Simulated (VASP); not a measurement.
Wanted: the native input for a VASP 6.6.1 run.

```
Task                   : single point
Functional             : revPBE
Potentials or basis    : VASP PAW PBE potentials, release 64 (In_d)
Cutoff                 : 520 eV
k mesh                 : 13 × 13 × 13
Occupations            : fermi-dirac, width 0.1 eV
Spin                   : no spin polarisation
Dipole correction      : no
Further INCAR settings : ALGO = Normal; EDIFF = 1e-07; NBANDS = 12
```

The structure of In lies in POSCAR:

```
In
1.0
   -1.9046854834      1.9046854834      1.9046854834
    1.9046854834     -1.9046854834      1.9046854834
    1.9046854834      1.9046854834     -1.9046854834
In
1
Direct
    0.0000000000      0.0000000000      0.0000000000
```

This cell differs from its parent crystal: volume scaled by 0.96.

One way to write it, as run:

INCAR

```
  PREC = Accurate
  ENCUT = 520
  EDIFF = 1E-7
  ISMEAR = -1
  SIGMA = 0.1
  LREAL = False
  LASPH = True
  NELM = 80
  ALGO = Normal
  ISIF = 2
  LWAVE = False
  LCHARG = False
  GGA = RE
  NBANDS = 12
```

KPOINTS

```
regular mesh
0
Gamma
  13 13 13
```

Potentials or basis: VASP PAW PBE potentials, release 64 (In_d).

Command:

```bash
$ cat potpaw_PBE.64/In_d/POTCAR > POTCAR
$ mpirun -np 1 vasp_std > vasp.out
```

Results of the run:

```json
{"Pressure": "1.2 GPa"}
```

Caveat: the PAW data sets were made with another functional, which shifts forces and pressure a little.

It took 76 s on 1 thread of Intel Xeon 8259CL, on a shared host, peak memory 0.17 GiB.
